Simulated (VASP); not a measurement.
# CdF2 (Fm-3m) in VASP: further runs, part 2 of 2

VASP 6.6.1. The steps go on from the part before.

### Step 4. Single point, PBE (12.99 Å³/atom)

This run uses another cell than the first one, of 12.99 Å³/atom.

The input, INCAR:

```
ALGO     = Normal         # electronic algorithm
EDIFF    = 1E-6           # SCF threshold, eV
ENCUT    = 520            # plane-wave cutoff, eV
GGA      = PE             # functional
ISIF     = 2              # what is computed and relaxed
ISMEAR   = 0              # smearing method
LASPH    = T              # aspherical terms in the spheres
LCHARG   = F              # write CHGCAR
LREAL    = F              # projectors in reciprocal space
LWAVE    = F              # write WAVECAR
NBANDS   = 20             # bands
NELM     = 100            # most SCF steps
PREC     = Accurate       # precision mode
SIGMA    = 0.05           # smearing width, eV
```

The input, KPOINTS:

```
k-points
0
Gamma
  8 8 8
```

The input, POSCAR:

```
CdF2
1.0
    0.0000000000      2.6906397413      2.6906397413
    2.6906397413      0.0000000000      2.6906397413
    2.6906397413      2.6906397413      0.0000000000
Cd F
1 2
Direct
    0.0000000000      0.0000000000      0.0000000000
    0.2500000000      0.2500000000      0.2500000000
    0.7500000000      0.7500000000      0.7500000000
```

Potentials or basis: VASP PAW PBE potentials, release 64 (Cd, F).

On the command line:

```bash
$ cat potpaw_PBE.64/Cd/POTCAR potpaw_PBE.64/F/POTCAR > POTCAR
$ mpirun -np 1 vasp_std > vasp.out
```

OUTCAR:

```text
EDIFF = 1E-6
   ENCUT = 520
   GGA = PE
   ISIF = 2
   ISMEAR = 0
   LASPH = T
   LREAL = F
   NELM = 100
   PREC = Accurate

 ion  position               nearest neighbor table
   1  0.000  0.000  0.000-   3 2.33   3 2.33   3 2.33   2 2.33   3 2.33   2 2.33   2 2.33   2 2.33

   2  0.250  0.250  0.250-   1 2.33   1 2.33   1 2.33   1 2.33
   3  0.750  0.750  0.750-   1 2.33   1 2.33   1 2.33   1 2.33

  LATTYP: Found a face centered cubic cell.
 ALAT       =     5.3812794826

  Lattice vectors:

 A1 = (   0.0000000000,   2.6906397413,   2.6906397413)
 A2 = (   2.6906397413,   0.0000000000,   2.6906397413)
 A3 = (   2.6906397413,   2.6906397413,   0.0000000000)

Analysis of symmetry for initial positions (statically):
=====================================================================
 Subroutine PRICEL returns:
 Original cell was already a primitive cell.

 Routine SETGRP: Setting up the symmetry group for a
 face centered cubic supercell.

 Subroutine GETGRP returns: Found 48 space group operations
 (whereof 48 operations were pure point group operations)
 out of a pool of 48 trial point group operations.

The static configuration has the point symmetry O_h .

Analysis of symmetry for dynamics (positions and initial velocities):
=====================================================================
 Subroutine PRICEL returns:
 Original cell was already a primitive cell.

 Routine SETGRP: Setting up the symmetry group for a
 face centered cubic supercell.

 Subroutine GETGRP returns: Found 48 space group operations
 (whereof 48 operations were pure point group operations)
 out of a pool of 48 trial point group operations.

The dynamic configuration has the point symmetry O_h .

 Subroutine INISYM returns: Found 48 space group operations
 (whereof 48 operations are pure point group operations),
 and found     1 'primitive' translations

----------------------------------------------------------------------------------------

                                     Primitive cell

  volume of cell :      38.9580

  direct lattice vectors                    reciprocal lattice vectors
     0.000000000  2.690639741  2.690639741    -0.185829412  0.185829412  0.185829412
     2.690639741  0.000000000  2.690639741     0.185829412 -0.185829412  0.185829412
     2.690639741  2.690639741  0.000000000     0.185829412  0.185829412 -0.185829412

  length of vectors
     3.805139214  3.805139214  3.805139214     0.321865982  0.321865982  0.321865982

  position of ions in fractional coordinates (direct lattice)
     0.000000000  0.000000000  0.000000000
     0.250000000  0.250000000  0.250000000
     0.750000000  0.750000000  0.750000000

  ion indices of the primitive-cell ions
   primitive index   ion index
                 1           1
                 2           2
                 3           3

----------------------------------------------------------------------------------------

 KPOINTS: k-points

Automatic generation of k-mesh.
 Grid dimensions read from file:
 generate k-points for:    8    8    8

 Generating k-lattice:

  Cartesian coordinates                     Fractional coordinates (reciprocal lattice)
    -0.023228676  0.023228676  0.023228676     0.125000000  0.000000000  0.000000000
     0.023228676 -0.023228676  0.023228676     0.000000000  0.125000000  0.000000000
     0.023228676  0.023228676 -0.023228676     0.000000000  0.000000000  0.125000000

  Length of vectors
     0.040233248  0.040233248  0.040233248

  Shift w.r.t. Gamma in fractional coordinates (k-lattice)
     0.000000000  0.000000000  0.000000000

 Subroutine IBZKPT returns following result:
 ===========================================

 Found     29 irreducible k-points:

 Following reciprocal coordinates:
            Coordinates               Weight
  0.000000  0.000000  0.000000      1.000000
  0.125000  0.000000  0.000000      8.000000
  0.250000  0.000000  0.000000      8.000000
  0.375000  0.000000  0.000000      8.000000
  0.500000  0.000000  0.000000      4.000000
  0.125000  0.125000  0.000000      6.000000
[... 16 lines left out ...]
  0.500000  0.250000  0.125000     48.000000
 -0.375000  0.250000  0.125000     24.000000
 [... further k-points ...]
   k-points           NKPTS =     29   k-points in BZ     NKDIM =     29   number of bands    NBANDS=     20
   number of dos      NEDOS =    301   number of ions     NIONS =      3
   total plane-waves  NPLWV =  21952
   dimension x,y,z NGX =    28 NGY =   28 NGZ =   28
   dimension x,y,z NGXF=    56 NGYF=   56 NGZF=   56
   ions per type =               1   2
   NGX,Y,Z   is equivalent  to a cutoff of  12.23, 12.23, 12.23 a.u.
   NGXF,Y,Z  is equivalent  to a cutoff of  24.47, 24.47, 24.47 a.u.
 SYSTEM =  unknown system
   PREC   = accura    normal or accurate (medium, high low for compatibility)
   ISTART =      0    job   : 0-new  1-cont  2-samecut
   ICHARG =      2    charge: 1-file 2-atom 10-const
   ISPIN  =      1    spin polarized calculation?
   LNONCOLLINEAR =      F non collinear calculations
   LSORBIT =      F    spin-orbit coupling
   LASPH  =      T    aspherical Exc in radial PAW
   ENCUT  =  520.0 eV  38.22 Ry    6.18 a.u.   7.08  7.08  7.08*2*pi/ulx,y,z
   NELM   =    100;   NELMIN=  2; NELMDL= -5     # of ELM steps
   EDIFF  = 0.1E-05   stopping-criterion for ELM
   LREAL  =      F    real-space projection
   EDIFFG = 0.1E-04   stopping-criterion for IOM
   NSW    =      0    number of steps for IOM
   IBRION =     -1    ionic relax: 0-MD 1-quasi-New 2-CG
   NFREE  =      0    steps in history (QN), initial steepest desc. (CG)
   ISIF   =      2    stress and relaxation
   ISYM   =      2    0-nonsym 1-usesym 2-fastsym
   POTIM  = 0.5000    time-step for ionic-motion
   TEBEG  =    0.0;   TEEND  =   0.0 temperature during run
   PSTRESS=    0.0 pullay stress
   NELECT =      26.0000    total number of electrons
   NUPDOWN=      -1.0000    fix difference up-down
   EMIN   =  10.00;   EMAX   =-10.00  energy-range for DOS
   EFERMI =   0.00;   METHOD = LEGACY
   ISMEAR =     0;   SIGMA  =   0.05  broadening in eV -4-tet -1-fermi 0-gaus
   EFERMI_NEDOS =   21; number of points for ismear=-14 and -15
   IALGO  =     38    algorithm
   IMIX   =      4    mixing-type and parameters
     AMIX     =   0.40;   BMIX     =  1.00
     AMIX_MAG =   1.60;   BMIX_MAG =  1.00
  volume/ion in A,a.u.               =      12.99        87.63
  Fermi-wavevector in a.u.,A,eV,Ry     =   1.430651  2.703539 27.847895  2.046763
  Thomas-Fermi vector in A             =   2.550473
   LORBIT       =      0    0 simple, 1 ext, 2 COOP (PROOUT), +10 PAW based schemes
   GGA     = PE    functional components
   LHFCALC =     F    Hartree Fock is set to
   AEXX    =    0.0000 exact exchange contribution
   IVDW    =     0    specifies the selected vdW correction
   LEPSILON=     F    determine dielectric tensor
   LRPA    =     F    only Hartree local field effects (RPA)
 non-spin polarized calculation
 Gauss-broadening in eV      SIGMA  =   0.05
  energy-cutoff  :      520.00
  volume of cell :       38.96
 maximum number of plane-waves:      1067
   NGX = 15   NGY = 15   NGZ = 15

 number of electron      25.9999992 magnetization

 Free energy of the ion-electron system (eV)
  ---------------------------------------------------
  ext. energy  EPLUGINS =         0.00000000
  ---------------------------------------------------
  free energy    TOTEN  =       -10.85312682 eV

  energy without entropy =      -10.85312682  energy(sigma->0) =      -10.85312682

 E-fermi :  -0.9912     XC(G=0): -10.4325

 val. band max:       -1.2831310019   @ k =  -0.2500   0.5000   0.2500
 cond. band min:       1.7981569152   @ k =   0.0000   0.0000   0.0000
 fundamental gap:      3.0812879171
 Fermi energy:        -0.9911824575

 k-point     1 :       0.0000    0.0000    0.0000
  band No.  band energies     occupation
      1     -22.1095      2.00000
      2     -20.9941      2.00000
      3      -6.9102      2.00000
      4      -6.9102      2.00000
      5      -6.9102      2.00000
      6      -5.6861      2.00000
[... 12 lines left out ...]
     19      18.6419      0.00000
     20      18.6419      0.00000
[... 507 lines left out ...]
 k-point    24 :      -0.3750    0.2500    0.1250
  band No.  band energies     occupation
      1     -21.5364      2.00000
      2     -21.4985      2.00000
      3      -6.4521      2.00000
      4      -6.3393      2.00000
      5      -5.7456      2.00000
      6      -5.7214      2.00000
[... 12 lines left out ...]
     19      17.4587      0.00000
     20      21.0368      0.00000

 [... further k-points ...]

------------------------ aborting loop because EDIFF is reached ----------------------------------------

  FORCE on cell =-STRESS in cart. coord.  units (eV):
  Direction    XX          YY          ZZ          XY          YZ          ZX
  --------------------------------------------------------------------------------------
  -------------------------------------------------------------------------------------
  Total        1.6221145      1.6221145      1.6221145     -0.0000000      0.0000000      0.0000000
  in kB       66.7106891     66.7106891     66.7106891     -0.0000000      0.0000000      0.0000000
  external PRESSURE =      66.7106891 kB  Pullay stress =       0.0000000 kB

 VOLUME and BASIS-vectors are now :
 -----------------------------------------------------------------------------
  energy-cutoff  :      520.00
  volume of cell :       38.96
      direct lattice vectors                 reciprocal lattice vectors
     0.000000000  2.690639741  2.690639741    -0.185829412  0.185829412  0.185829412
     2.690639741  0.000000000  2.690639741     0.185829412 -0.185829412  0.185829412
     2.690639741  2.690639741  0.000000000     0.185829412  0.185829412 -0.185829412

 POSITION                                       TOTAL-FORCE (eV/Angst)
 -----------------------------------------------------------------------------------
      0.00000      0.00000      0.00000        -0.000000     -0.000000      0.000000
      1.34532      1.34532      1.34532         0.000000      0.000000      0.000000
      4.03596      4.03596      4.03596        -0.000000     -0.000000     -0.000000
 -----------------------------------------------------------------------------------
    total drift:                                0.000000      0.000000      0.000000

  FREE ENERGIE OF THE ION-ELECTRON SYSTEM (eV)
  ---------------------------------------------------
  free  energy   TOTEN  =       -10.8531268214 eV

  energy  without entropy=      -10.8531268214  energy(sigma->0) =      -10.85312682
```

It took 24 s on 1 thread of AMD EPYC 7R13, shared host; peak memory 0.13 GiB.

What came out:

* Free energy: -10.8531 eV
* Pressure: 6.7 GPa
* Band gap on the k mesh: 3.08 eV (least direct gap 3.58 eV)

Levels at points of the mesh, in eV from the valence-band top:
```
           k point  band 9  band 10  band 11  band 12  band 13  band 14  band 15  band 16  band 17  band 18
(0.00, 0.00, 0.00)   -0.98    -0.98    -0.49    -0.49    -0.49     3.08    12.72    12.72    12.72    17.67
(0.50, 0.00, 0.00)   -2.29    -1.85    -1.85    -0.39    -0.39     7.20     9.17    14.53    14.53    18.21
(0.50, 0.50, 0.00)   -2.98    -2.98    -0.50    -0.09    -0.09     8.03     9.67    11.93    14.32    14.32
```

Caveat: the cell stands under pressure. A k mesh can miss the band edges.

### Step 5. Summary

| cell | gap on the mesh (eV) | pressure (GPa) |
| --- | --- | --- |
| a = 3.657 Å, angles 60.0°, 3 atoms | 3.51 | 26.5 |
| a = 3.732 Å, angles 60.0°, 3 atoms | 3.29 | 15.0 |
| a = 3.805 Å, angles 60.0°, 3 atoms | 3.08 | 6.7 |

Alike in all rows: task single point; level PBE; potentials or basis VASP PAW PBE potentials, release 64 (Cd, F); no spin polarisation; k mesh 8 × 8 × 8; cutoff (eV) 520; smearing gaussian 0.05 eV.

Caveats: the cell stands under pressure.

Total energies depend on the potentials used, so only differences within one code and one set of settings carry meaning.
